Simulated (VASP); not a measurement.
# NaF (Villiaumite) (I4/mmm) in VASP: further runs, part 2 of 2

VASP 6.6.1. The steps go on from the part before.

### Step 3. Single point, r2SCAN (in-plane strain +0.02, then relaxed in part)

File POSCAR:

```
NaF
1.0
    2.3430129843      2.3430129843      0.0000000000
   -2.3430129843      2.3430129843      0.0000000000
    0.0000000000      2.3430129843      2.2803510953
Na F
1 1
Direct
    0.0000000000      0.0000000000      0.0000000000
    0.5000000000      0.5000000000      0.0000000000
```

File INCAR.step1:

```
SYSTEM = NaF
ALGO = Normal ; EDIFF = 1E-4
ENCUT = 520 ; GGA = PE
ISMEAR = 0 ; LASPH = .TRUE.
LCHARG = .FALSE. ; LREAL = .FALSE.
LWAVE = .TRUE. ; NBANDS = 14
NELM = 100 ; PREC = Accurate
SIGMA = 0.01
```

File INCAR.step2:

```
SYSTEM = NaF
ALGO = Normal ; EDIFF = 1E-6
ENCUT = 520 ; ISIF = 2
ISMEAR = 0 ; ISTART = 1
LASPH = .TRUE. ; LCHARG = .FALSE.
LMIXTAU = .TRUE. ; LREAL = .FALSE.
LWAVE = .FALSE. ; METAGGA = R2SCAN
NBANDS = 14 ; NELM = 100
PREC = Accurate ; SIGMA = 0.01
```

File KPOINTS:

```
k-points
0
G
  8 8 8
  0 0 0
```

Potentials or basis: VASP PAW PBE potentials, release 64 (Na_pv, F).

The run is started by

```sh
$ cat potpaw_PBE.64/Na_pv/POTCAR potpaw_PBE.64/F/POTCAR > POTCAR
$ cp INCAR.step1 INCAR
$ mpirun -np 1 vasp_std > vasp.out
$ cp INCAR.step2 INCAR
$ mpirun -np 1 vasp_std > vasp.out
```

OUTCAR:

```text
SYSTEM = NaF
   EDIFF = 1E-6
   ENCUT = 520
   ISIF = 2
   ISMEAR = 0
   ISTART = 1
   LASPH = .TRUE.
   LREAL = .FALSE.
   METAGGA = R2SCAN
   NELM = 100
   PREC = Accurate

 ion  position               nearest neighbor table
   1  0.000  0.000  0.000-   2 2.28   2 2.28   2 2.34   2 2.34   2 2.34   2 2.34
   2  0.500  0.500  0.000-   1 2.28   1 2.28   1 2.34   1 2.34   1 2.34   1 2.34

  LATTYP: Found a body centered tetragonal cell.
 ALAT       =     3.3135207392
 C/A-ratio  =     1.3763916238

  Lattice vectors:

[... 597 lines left out ...]

  FORCE on cell =-STRESS in cart. coord.  units (eV):
  Direction    XX          YY          ZZ          XY          YZ          ZX
  --------------------------------------------------------------------------------------
  -------------------------------------------------------------------------------------
  Total       -0.4518372     -0.4518372     -0.1047430      0.0000000     -0.0000000      0.0000000
  in kB      -28.9142181    -28.9142181     -6.7027730      0.0000000     -0.0000000      0.0000000
  external PRESSURE =     -21.5104031 kB  Pullay stress =       0.0000000 kB

 VOLUME and BASIS-vectors are now :
 -----------------------------------------------------------------------------
  energy-cutoff  :      520.00
  volume of cell :       25.04
      direct lattice vectors                 reciprocal lattice vectors
     2.343012984  2.343012984  0.000000000     0.213400439  0.213400439 -0.219264481
    -2.343012984  2.343012984  0.000000000    -0.213400439  0.213400439 -0.219264481
     0.000000000  2.343012984  2.280351095     0.000000000  0.000000000  0.438528963

 POSITION                                       TOTAL-FORCE (eV/Angst)
 -----------------------------------------------------------------------------------
      0.00000      0.00000      0.00000         0.000000      0.000000      0.000000
      0.00000      2.34301      0.00000         0.000000     -0.000000      0.000000
 -----------------------------------------------------------------------------------
    total drift:                               -0.000000      0.000000      0.000000

  FREE ENERGIE OF THE ION-ELECTRON SYSTEM (eV)
  ---------------------------------------------------
  free  energy   TOTEN  =       -12.5935436945 eV

  energy  without entropy=      -12.5935436945  energy(sigma->0) =      -12.59354369
```

OUTCAR.step1:

```text
SYSTEM = NaF
   EDIFF = 1E-4
   ENCUT = 520
   GGA = PE
   ISMEAR = 0
   LASPH = .TRUE.
   LREAL = .FALSE.
[... 630 lines left out ...]
      0.00000      0.00000      0.00000         0.000000     -0.000000      0.000000
      0.00000      2.34301      0.00000        -0.000000      0.000000      0.000000
 -----------------------------------------------------------------------------------
    total drift:                               -0.000000      0.000000      0.000000

  FREE ENERGIE OF THE ION-ELECTRON SYSTEM (eV)
  ---------------------------------------------------
  free  energy   TOTEN  =        -8.5602275496 eV

  energy  without entropy=       -8.5602275496  energy(sigma->0) =       -8.56022755
```

OSZICAR.step1:

```text
N       E                     dE             d eps       ncg     rms          rms(c)
DAV:   1     0.106774577886E+03    0.10677E+03   -0.76902E+03  1678   0.120E+03
DAV:   2    -0.405684645500E+01   -0.11083E+03   -0.10287E+03  1820   0.335E+02
DAV:   3    -0.941677519095E+01   -0.53599E+01   -0.53480E+01  2108   0.679E+01
DAV:   4    -0.945801660906E+01   -0.41241E-01   -0.41240E-01  1844   0.638E+00
DAV:   5    -0.945841627708E+01   -0.39967E-03   -0.39966E-03  2132   0.635E-01    0.543E+00
DAV:   6    -0.856835396908E+01    0.89006E+00   -0.31099E+00  2010   0.148E+01    0.183E+00
DAV:   7    -0.855816438207E+01    0.10190E-01   -0.28773E-02  1700   0.203E+00    0.106E+00
DAV:   8    -0.855964615701E+01   -0.14818E-02   -0.28946E-02  1754   0.339E+00    0.148E-01
DAV:   9    -0.856032211415E+01   -0.67596E-03   -0.40877E-03  2042   0.590E-01    0.122E-01
DAV:  10    -0.856022754964E+01    0.94565E-04   -0.75415E-04  1796   0.315E-01
   1 F= -.85602275E+01 E0= -.85602275E+01  d E =-.100669E-28
```

Wall time 43 s (1 thread of AMD EPYC 9R45 (Zen 5), shared host); peak memory 0.12 GiB.

What came out:

* Free energy: -12.5935 eV
* Pressure: -2.2 GPa
* Band gap on the k mesh: 7.13 eV, direct

Stress tensor (GPa, compression positive):
```
-2.89  0.00  0.00
 0.00 -2.89  0.00
 0.00  0.00 -0.67
```

Caveat: the cell differs from its parent crystal (in-plane strain +0.02, then relaxed in part); the PAW data sets were made with another functional, which shifts forces and pressure a little.

### Step 4. Single point, r2SCAN (in-plane strain +0.02)

POSCAR: that of step 3 with these lines changed.

```diff
@@ -4,3 +4,3 @@
    -2.3430129843      2.3430129843      0.0000000000
-    0.0000000000      2.3430129843      2.2803510953
+    0.0000000000      2.3430129843      2.2695066946
 Na F
```

File INCAR.step1:

```
SYSTEM = NaF
PREC = Accurate ; ENCUT = 520
ISMEAR = 0 ; SIGMA = 0.01
LREAL = .FALSE. ; LASPH = .TRUE.
NELM = 100 ; NBANDS = 14
GGA = PE ; ALGO = Normal
EDIFF = 1E-4 ; LWAVE = .TRUE.
LCHARG = .FALSE.
```

File INCAR.step2:

```
SYSTEM = NaF
PREC = Accurate ; ENCUT = 520
EDIFF = 1E-6 ; ISMEAR = 0
SIGMA = 0.01 ; LREAL = .FALSE.
LASPH = .TRUE. ; NELM = 100
ALGO = Normal ; ISIF = 2
LWAVE = .FALSE. ; LCHARG = .FALSE.
METAGGA = R2SCAN ; LMIXTAU = .TRUE.
NBANDS = 14 ; ISTART = 1
```

File KPOINTS:

```
Automatic mesh
0
G
  8 8 8
  0 0 0
```

The run is started by

```sh
$ cat potpaw_PBE.64/Na_pv/POTCAR potpaw_PBE.64/F/POTCAR > POTCAR
$ cp INCAR.step1 INCAR
$ mpirun -np 1 vasp_std > vasp.out
$ cp INCAR.step2 INCAR
$ mpirun -np 1 vasp_std > vasp.out
```

It took 43 s on 1 thread of AMD EPYC 9R45 (Zen 5), shared host; peak memory 0.12 GiB.

It converged, with:

- Free energy: -12.5937 eV
- Pressure: -1.9 GPa
- Band gap on the k mesh: 7.16 eV, direct

Stress tensor (GPa, compression positive):
```
-2.81  0.00  0.00
 0.00 -2.81  0.00
 0.00  0.00 -0.07
```

Levels at points of the mesh, in eV from the valence-band top:
```csv
k point,band 5,band 6,band 7,band 8,band 9,band 10
"(0.00, 0.00, 0.00)",0.00,0.00,0.00,7.16,19.71,19.71
"(0.50, 0.00, 0.00)",-1.55,-0.28,-0.25,11.61,13.39,21.09
"(0.50, 0.50, 0.00)",-1.28,-0.40,-0.36,13.90,14.02,14.79
"(0.00, 0.00, 0.50)",-1.22,-0.44,-0.44,13.70,14.34,14.91
```

Caveat: the cell differs from its parent crystal (in-plane strain +0.02); the PAW data sets were made with another functional, which shifts forces and pressure a little.

### Step 5. Overview

```tsv
cell	gap on the mesh (eV)	pressure (GPa)
a = 3.281, b = 3.281, c = 3.259 Å, angles 59.8, 59.8, 90.0°, 2 atoms	7.23	-1.5
a = 3.314, b = 3.314, c = 3.270 Å, angles 59.6, 59.6, 90.0°, 2 atoms	7.13	-2.2
a = 3.314, b = 3.314, c = 3.262 Å, angles 59.5, 59.5, 90.0°, 2 atoms	7.16	-1.9
```

Alike in all rows: task single point; level r2SCAN; potentials or basis VASP PAW PBE potentials, release 64 (Na_pv, F); no spin polarisation; k mesh 8 × 8 × 8; cutoff (eV) 520; smearing gaussian 0.01 eV.

Caveats: the PAW data sets were made with another functional, which shifts forces and pressure a little.

Total energies depend on the potentials used, so only differences within one code and one set of settings carry meaning.
